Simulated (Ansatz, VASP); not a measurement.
WSe2 in VASP and in Ansatz

```xyz
12
Lattice="3.2497 0.0000 0.0000 -1.6249 2.8144 0.0000 0.0000 0.0000 38.5669" Properties=species:S:1:pos:R:3 pbc="T T T"
W     1.6249    0.9381    9.6701
W     0.0000    1.8762   16.0806
W     1.6249    0.9381   22.4863
W     0.0000    1.8762   28.8968
Se    0.0000    1.8762    8.0070
Se    0.0000    1.8762   11.3372
Se    0.0000    1.8762   20.8194
Se    1.6249    0.9381   14.4137
Se    0.0000    1.8762   24.1531
Se    1.6249    0.9381   17.7474
Se    1.6249    0.9381   27.2297
Se    1.6249    0.9381   30.5598
```

Alike in both runs: functional LDA; k mesh 8 × 8 × 1; occupations gaussian, width 0.05 eV; collinear spin.

Ansatz relaxed the structure, and its values are those at the end. VASP's run is a single point on that final structure, the one shown.

```csv
,VASP,Ansatz
version,VASP 6.6.1,Ansatz 0.2.0
potentials or method,"VASP PAW LDA potentials, release 64 (W_sv, Se), cutoff 400 eV","plane-wave PAW, scalar-relativistic"
valence electrons in the cell,104,184
```

Ansatz gave:

| Quantity | Value |
| --- | --- |
| gap on the k mesh at the Fermi level (eV) | 1.13 |
| rms of the force components (eV/Å) | 0.003 |
| net moment per atom (μB) | 0.00 |

Problem. Estimate VASP's values.

Solution. gap on the k mesh at the Fermi level (eV): 1.12; rms of the force components (eV/Å): 0.050; net moment per atom (μB): 0.00.

Ansatz warns that its potentials were made for another functional, while VASP's fit it. LDA's correlation is that of Perdew and Zunger in VASP and of Perdew and Wang (1992) in Ansatz. VASP's potentials hold 104 valence electrons a cell and Ansatz's 184, so a difference there can come from the potentials and not from the codes. Ansatz's warnings: moment headroom below auto, seeded moment not kept.

Spin-orbit coupling is off throughout.
